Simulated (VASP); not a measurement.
Wanted: the native input for a VASP 6.6.1 run.

| Item | Value |
| --- | --- |
| Task | single point |
| Functional | PBE |
| Potentials or basis | VASP PAW PBE potentials, release 64 (Nb_sv) |
| Cutoff | 500 eV |
| k mesh | 11 × 11 × 11 |
| Occupations | fermi-dirac, width 0.025 eV |
| Spin | no spin polarisation |
| Dipole correction | no |
| Further INCAR settings | ALGO = Normal; EDIFF = 1e-06; NBANDS = 12 |

The structure of Nb lies in POSCAR:

```
Nb
1.0
   -1.6639500000      1.6639500000      1.6639500000
    1.6639500000     -1.6639500000      1.6639500000
    1.6639500000      1.6639500000     -1.6639500000
Nb
1
Direct
    0.0000000000      0.0000000000      0.0000000000
```

The input as run:

INCAR

```
PREC     = Accurate       # precision mode
ENCUT    = 500            # plane-wave cutoff, eV
EDIFF    = 1E-6           # SCF threshold, eV
ISMEAR   = -1             # smearing method
SIGMA    = 0.025          # smearing width, eV
LREAL    = False          # projectors in reciprocal space
LASPH    = True           # aspherical terms in the spheres
NELM     = 120            # most SCF steps
ALGO     = Normal         # electronic algorithm
ISIF     = 2              # what is computed and relaxed
LWAVE    = False          # write WAVECAR
LCHARG   = False          # write CHGCAR
GGA      = PE             # functional
NBANDS   = 12             # bands
GGA_COMPAT= False
```

KPOINTS

```
Automatic mesh
0
Gamma
  11 11 11
```

Potentials or basis: VASP PAW PBE potentials, release 64 (Nb_sv).

Run with:

```sh
$ cat potpaw_PBE.64/Nb_sv/POTCAR > POTCAR
$ mpirun -np 1 vasp_std > vasp.out
```

Results of the run:

- Pressure: -2.2 GPa

It used 7.4 s of CPU time on 1 thread of Intel Xeon 6975P-C (shared host).
